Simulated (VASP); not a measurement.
# Ca (Fm-3m) in VASP: a series of runs

Ca is run at these levels: PBE; tasks: single point, relaxation of cell and atoms.

Everything below comes from runs of VASP 6.6.1. Logs are shortened: lines on timing, memory, paths and dates and some standing lists are left out, and cuts for length are marked.

### 1 The cell of the first run

The structure is cubic, space group Fm-3m (No. 225). Conventional cell: a = 5.601 Å, b = 5.601 Å, c = 5.601 Å, α = 90.00°, β = 90.00°, γ = 90.00°. Ca (site symmetry m-3m) has 12 Ca at 3.96 Å within 5.2 Å.

### 2 Single point, PBE

Input file INCAR:

```
SYSTEM = Ca
  ALGO = Normal
  EDIFF = 1E-6
  ENCUT = 500
  GGA = PE
  GGA_COMPAT = .FALSE.
  ISIF = 2
  ISMEAR = 0
  LASPH = .TRUE.
  LCHARG = .TRUE.
  LELF = .TRUE.
  LREAL = .FALSE.
  LVHAR = .TRUE.
  LWAVE = .FALSE.
  NBANDS = 11
  NELM = 120
  PREC = Accurate
  SIGMA = 0.1
```

Input file KPOINTS:

```
k-points
0
G
  6 6 6
  0 0 0
```

Input file POSCAR:

```
Ca
1.0
    0.0000000000      2.8005000000      2.8005000000
    2.8005000000      0.0000000000      2.8005000000
    2.8005000000      2.8005000000      0.0000000000
Ca
1
Direct
    0.0000000000      0.0000000000      0.0000000000
```

Potentials or basis: VASP PAW PBE potentials, release 64 (Ca_sv).

Run with:

```console
cat potpaw_PBE.64/Ca_sv/POTCAR > POTCAR
mpirun -np 1 vasp_std > vasp.out
```

OUTCAR:

```text
SYSTEM = Ca
   EDIFF = 1E-6
   ENCUT = 500
   GGA = PE
   ISIF = 2
   ISMEAR = 0
   LASPH = .TRUE.
   LREAL = .FALSE.
   NELM = 120
   PREC = Accurate

 ion  position               nearest neighbor table
   1  0.000  0.000  0.000-

  LATTYP: Found a face centered cubic cell.
 ALAT       =     5.6010000000

  Lattice vectors:

 A1 = (   0.0000000000,   2.8005000000,   2.8005000000)
 A2 = (   2.8005000000,   0.0000000000,   2.8005000000)
 A3 = (   2.8005000000,   2.8005000000,   0.0000000000)

Analysis of symmetry for initial positions (statically):
=====================================================================
 Subroutine PRICEL returns:
 Original cell was already a primitive cell.

 Routine SETGRP: Setting up the symmetry group for a
 face centered cubic supercell.

 Subroutine GETGRP returns: Found 48 space group operations
 (whereof 48 operations were pure point group operations)
 out of a pool of 48 trial point group operations.

The static configuration has the point symmetry O_h .

Analysis of symmetry for dynamics (positions and initial velocities):
=====================================================================
 Subroutine PRICEL returns:
 Original cell was already a primitive cell.

 Routine SETGRP: Setting up the symmetry group for a
 face centered cubic supercell.

 Subroutine GETGRP returns: Found 48 space group operations
 (whereof 48 operations were pure point group operations)
 out of a pool of 48 trial point group operations.

The dynamic configuration has the point symmetry O_h .

 Subroutine INISYM returns: Found 48 space group operations
 (whereof 48 operations are pure point group operations),
 and found     1 'primitive' translations

----------------------------------------------------------------------------------------

                                     Primitive cell

  volume of cell :      43.9275

  direct lattice vectors                    reciprocal lattice vectors
     0.000000000  2.800500000  2.800500000    -0.178539547  0.178539547  0.178539547
     2.800500000  0.000000000  2.800500000     0.178539547 -0.178539547  0.178539547
     2.800500000  2.800500000  0.000000000     0.178539547  0.178539547 -0.178539547

  length of vectors
     3.960505081  3.960505081  3.960505081     0.309239566  0.309239566  0.309239566

  position of ions in fractional coordinates (direct lattice)
     0.000000000  0.000000000  0.000000000

  ion indices of the primitive-cell ions
   primitive index   ion index
                 1           1

----------------------------------------------------------------------------------------

 KPOINTS: k-points

Automatic generation of k-mesh.
 Grid dimensions read from file:
 generate k-points for:    6    6    6

 Generating k-lattice:

  Cartesian coordinates                     Fractional coordinates (reciprocal lattice)
    -0.029756591  0.029756591  0.029756591     0.166666667  0.000000000  0.000000000
     0.029756591 -0.029756591  0.029756591     0.000000000  0.166666667  0.000000000
     0.029756591  0.029756591 -0.029756591     0.000000000  0.000000000  0.166666667

  Length of vectors
     0.051539928  0.051539928  0.051539928

  Shift w.r.t. Gamma in fractional coordinates (k-lattice)
     0.000000000  0.000000000  0.000000000

 Subroutine IBZKPT returns following result:
 ===========================================

 Found     16 irreducible k-points:

 Following reciprocal coordinates:
            Coordinates               Weight
  0.000000  0.000000  0.000000      1.000000
  0.166667  0.000000  0.000000      8.000000
  0.333333  0.000000  0.000000      8.000000
  0.500000  0.000000  0.000000      4.000000
  0.166667  0.166667  0.000000      6.000000
  0.333333  0.166667  0.000000     24.000000
[... 8 lines left out ...]
 -0.333333  0.333333  0.166667     24.000000
 -0.333333  0.500000  0.166667     12.000000
   k-points           NKPTS =     16   k-points in BZ     NKDIM =     16   number of bands    NBANDS=     11
   number of dos      NEDOS =    301   number of ions     NIONS =      1
   total plane-waves  NPLWV =  27000
   dimension x,y,z NGX =    30 NGY =   30 NGZ =   30
   dimension x,y,z NGXF=    60 NGYF=   60 NGZF=   60
   ions per type =               1
   NGX,Y,Z   is equivalent  to a cutoff of  12.59, 12.59, 12.59 a.u.
   NGXF,Y,Z  is equivalent  to a cutoff of  25.19, 25.19, 25.19 a.u.
 SYSTEM =  Ca
   PREC   = accura    normal or accurate (medium, high low for compatibility)
   ISTART =      0    job   : 0-new  1-cont  2-samecut
   ICHARG =      2    charge: 1-file 2-atom 10-const
   ISPIN  =      1    spin polarized calculation?
   LNONCOLLINEAR =      F non collinear calculations
   LSORBIT =      F    spin-orbit coupling
   LASPH  =      T    aspherical Exc in radial PAW
   ENCUT  =  500.0 eV  36.75 Ry    6.06 a.u.   7.22  7.22  7.22*2*pi/ulx,y,z
   NELM   =    120;   NELMIN=  2; NELMDL= -5     # of ELM steps
   EDIFF  = 0.1E-05   stopping-criterion for ELM
   LREAL  =      F    real-space projection
   EDIFFG = 0.1E-04   stopping-criterion for IOM
   NSW    =      0    number of steps for IOM
   IBRION =     -1    ionic relax: 0-MD 1-quasi-New 2-CG
   NFREE  =      0    steps in history (QN), initial steepest desc. (CG)
   ISIF   =      2    stress and relaxation
   ISYM   =      2    0-nonsym 1-usesym 2-fastsym
   POTIM  = 0.5000    time-step for ionic-motion
   TEBEG  =    0.0;   TEEND  =   0.0 temperature during run
   PSTRESS=    0.0 pullay stress
   NELECT =      10.0000    total number of electrons
   NUPDOWN=      -1.0000    fix difference up-down
   EMIN   =  10.00;   EMAX   =-10.00  energy-range for DOS
   EFERMI =   0.00;   METHOD = LEGACY
   ISMEAR =     0;   SIGMA  =   0.10  broadening in eV -4-tet -1-fermi 0-gaus
   EFERMI_NEDOS =   21; number of points for ismear=-14 and -15
   IALGO  =     38    algorithm
   IMIX   =      4    mixing-type and parameters
     AMIX     =   0.40;   BMIX     =  1.00
     AMIX_MAG =   1.60;   BMIX_MAG =  1.00
  volume/ion in A,a.u.               =      43.93       296.44
  Fermi-wavevector in a.u.,A,eV,Ry     =   0.999607  1.888983 13.595132  0.999214
  Thomas-Fermi vector in A             =   2.131908
   LORBIT       =      0    0 simple, 1 ext, 2 COOP (PROOUT), +10 PAW based schemes
   GGA     = PE    functional components
   LHFCALC =     F    Hartree Fock is set to
   AEXX    =    0.0000 exact exchange contribution
   IVDW    =     0    specifies the selected vdW correction
   LEPSILON=     F    determine dielectric tensor
   LRPA    =     F    only Hartree local field effects (RPA)
 non-spin polarized calculation
 Gauss-broadening in eV      SIGMA  =   0.10
  energy-cutoff  :      500.00
  volume of cell :       43.93
 maximum number of plane-waves:      1139
 NGX is ok and might be reduce to    30
   NGX = 15   NGY = 15   NGZ = 15

 number of electron      10.0000000 magnetization

 number of electron       9.9999997 magnetization

 Free energy of the ion-electron system (eV)
  ---------------------------------------------------
  ext. energy  EPLUGINS =         0.00000000
  ---------------------------------------------------
  free energy    TOTEN  =        -1.90564018 eV

  energy without entropy =       -1.89023719  energy(sigma->0) =       -1.89793868

 E-fermi :   1.8512     XC(G=0):  -7.6110

 val. band max:        1.8200992168   @ k =  -0.3333   0.5000   0.1667
 cond. band min:       1.9016162579   @ k =  -0.3333   0.3333   0.1667
 fundamental gap:      0.0815170410
 Fermi energy:         1.8511997706

 k-point     1 :       0.0000    0.0000    0.0000
  band No.  band energies     occupation
      1     -40.2944      2.00000
      2     -21.2170      2.00000
      3     -21.2170      2.00000
      4     -21.2170      2.00000
      5      -2.1475      2.00000
      6       4.0935      0.00000
      7       4.0935      0.00000
      8       4.0935      0.00000
      9       5.1131      0.00000
     10       5.1131      0.00000
     11      10.7509      0.00000

 k-point     2 :       0.1667    0.0000    0.0000
  band No.  band energies     occupation
      1     -40.2916      2.00000
      2     -21.2471      2.00000
      3     -21.2212      2.00000
      4     -21.2212      2.00000
      5      -1.6953      2.00000
      6       3.6480      0.00000
      7       4.2205      0.00000
      8       4.2205      0.00000
      9       5.0288      0.00000
     10       5.0288      0.00000
     11      10.2352      0.00000

 k-point     3 :       0.3333    0.0000    0.0000
  band No.  band energies     occupation
      1     -40.2859      2.00000
      2     -21.3066      2.00000
      3     -21.2295      2.00000
      4     -21.2295      2.00000
      5      -0.4649      2.00000
      6       2.6789      0.00000
      7       4.1219      0.00000
      8       4.1219      0.00000
      9       5.3854      0.00000
     10       5.3854      0.00000
     11       7.8234      0.00000

 k-point     4 :       0.5000    0.0000    0.0000
  band No.  band energies     occupation
      1     -40.2831      2.00000
      2     -21.3360      2.00000
      3     -21.2337      2.00000
      4     -21.2337      2.00000
      5       0.8365      2.00000
      6       1.6181      1.99902
      7       3.9841      0.00000
      8       3.9841      0.00000
      9       5.7673      0.00000
     10       5.7673      0.00000
     11       6.7891      0.00000

 k-point     5 :       0.1667    0.1667    0.0000
  band No.  band energies     occupation
      1     -40.2906      2.00000
      2     -21.2461      2.00000
      3     -21.2280      2.00000
      4     -21.2280      2.00000
      5      -1.5470      2.00000
      6       3.5598      0.00000
      7       4.3351      0.00000
      8       4.3351      0.00000
      9       4.5498      0.00000
     10       5.2637      0.00000
     11      11.3774      0.00000
[... 99 lines left out ...]
 k-point    13 :       0.5000    0.5000    0.0000
  band No.  band energies     occupation
      1     -40.2795      2.00000
      2     -21.3293      2.00000
      3     -21.2608      2.00000
      4     -21.2608      2.00000
      5       1.3890      2.00000
      6       2.4055      0.00000
      7       2.7036      0.00000
      8       5.7597      0.00000
      9       5.9408      0.00000
     10       5.9408      0.00000
     11       7.5323      0.00000

 k-point    14 :       0.5000    0.3333    0.1667
  band No.  band energies     occupation
      1     -40.2822      2.00000
      2     -21.3056      2.00000
      3     -21.2655      2.00000
      4     -21.2439      2.00000
      5       0.5186      2.00000
      6       2.6683      0.00000
      7       3.1426      0.00000
      8       4.6774      0.00000
      9       5.1989      0.00000
     10       6.0045      0.00000
     11       7.7716      0.00000

 k-point    15 :      -0.3333    0.3333    0.1667
  band No.  band energies     occupation
      1     -40.2804      2.00000
      2     -21.3094      2.00000
      3     -21.2798      2.00000
      4     -21.2507      2.00000
      5       1.8162      1.37910
      6       1.9016      0.47585
      7       2.9342      0.00000
      8       4.4928      0.00000
      9       5.5906      0.00000
     10       6.4159      0.00000
     11       6.4776      0.00000

 k-point    16 :      -0.3333    0.5000    0.1667
  band No.  band energies     occupation
      1     -40.2795      2.00000
      2     -21.3122      2.00000
      3     -21.2780      2.00000
      4     -21.2616      2.00000
      5       1.8201      1.33994
      6       2.4308      0.00000
      7       2.5726      0.00000
      8       4.6772      0.00000
      9       5.9423      0.00000
     10       6.4001      0.00000
     11       6.8556      0.00000

------------------------ aborting loop because EDIFF is reached ----------------------------------------

  FORCE on cell =-STRESS in cart. coord.  units (eV):
  Direction    XX          YY          ZZ          XY          YZ          ZX
  --------------------------------------------------------------------------------------
  -------------------------------------------------------------------------------------
  Total       -0.2032381     -0.2032381     -0.2032381      0.0000000      0.0000000     -0.0000000
  in kB       -7.4127427     -7.4127427     -7.4127427      0.0000000      0.0000000     -0.0000000
  external PRESSURE =      -7.4127427 kB  Pullay stress =       0.0000000 kB

 VOLUME and BASIS-vectors are now :
 -----------------------------------------------------------------------------
  energy-cutoff  :      500.00
  volume of cell :       43.93
      direct lattice vectors                 reciprocal lattice vectors
     0.000000000  2.800500000  2.800500000    -0.178539547  0.178539547  0.178539547
     2.800500000  0.000000000  2.800500000     0.178539547 -0.178539547  0.178539547
     2.800500000  2.800500000  0.000000000     0.178539547  0.178539547 -0.178539547

 POSITION                                       TOTAL-FORCE (eV/Angst)
 -----------------------------------------------------------------------------------
      0.00000      0.00000      0.00000         0.000000     -0.000000      0.000000
 -----------------------------------------------------------------------------------
    total drift:                               -0.000000     -0.000000      0.000000

  FREE ENERGIE OF THE ION-ELECTRON SYSTEM (eV)
  ---------------------------------------------------
  free  energy   TOTEN  =        -1.9056401817 eV

  energy  without entropy=       -1.8902371873  energy(sigma->0) =       -1.89793868
```

It took 4.2 s on 1 thread of Intel Xeon 6975P-C (Granite Rapids), shared host; peak memory 0.16 GiB.

What came out:

```
Free energy            : -1.9056 eV
Pressure               : -0.7 GPa
Band gap on the k mesh : zero (bands 5 and 6 overlap by 0.20 eV)
```

Levels at points of the mesh, in eV from the Fermi level:
```csv
k point,band 1,band 2,band 3,band 4,band 5,band 6,band 7,band 8,band 9,band 10
"(0.00, 0.00, 0.00)",-42.15,-23.07,-23.07,-23.07,-4.00,2.24,2.24,2.24,3.26,3.26
"(0.50, 0.00, 0.00)",-42.13,-23.19,-23.08,-23.08,-1.01,-0.23,2.13,2.13,3.92,3.92
"(0.50, 0.50, 0.00)",-42.13,-23.18,-23.11,-23.11,-0.46,0.55,0.85,3.91,4.09,4.09
```

### 3 Single point, PBE

This run uses another cell than the first one, of 42.14 Å³/atom.

Input file INCAR:

```
PREC = Accurate
ENCUT = 500
EDIFF = 1E-6
ISMEAR = 0
SIGMA = 0.1
LREAL = False
LASPH = True
NELM = 120
ALGO = Normal
ISIF = 2
LWAVE = False
LCHARG = False
GGA = PE
NBANDS = 11
GGA_COMPAT = False
```

Input file KPOINTS:

```
regular mesh
0
Gamma
  14 14 14
```

Input file POSCAR:

```
Ca
1.0
    0.0000000000      2.7620475041      2.7620475041
    2.7620475041      0.0000000000      2.7620475041
    2.7620475041      2.7620475041      0.0000000000
Ca
1
Direct
    0.0000000000      0.0000000000      0.0000000000
```

Potentials or basis: VASP PAW PBE potentials, release 64 (Ca_sv).

Run with:

```console
cat potpaw_PBE.64/Ca_sv/POTCAR > POTCAR
mpirun -np 1 vasp_std > vasp.out
```

It took 12 s on 1 thread of Intel Xeon 6975P-C (Granite Rapids), shared host; peak memory 0.18 GiB.

The run converged. Its results:

| Quantity | Value |
| --- | --- |
| Free energy | -1.9332 eV |
| Pressure | 0.0 GPa |
| Band gap on the k mesh | zero (bands 5 and 6 overlap by 0.31 eV) |

Levels at points of the mesh, in eV from the Fermi level:
```csv
k point,band 2,band 3,band 4,band 5,band 6,band 7,band 8,band 9
"(0.00, 0.00, 0.00)",-22.93,-22.93,-22.93,-4.02,2.35,2.35,2.35,3.42
"(0.50, 0.00, 0.00)",-23.06,-22.94,-22.94,-0.98,-0.15,2.23,2.23,4.10
"(0.50, 0.50, 0.00)",-23.06,-22.98,-22.98,-0.45,0.58,0.98,4.10,4.29
```

(Continued in part 2 of 2.)

The gap in the log of VASP goes by the Fermi energy; the results here count the filled bands.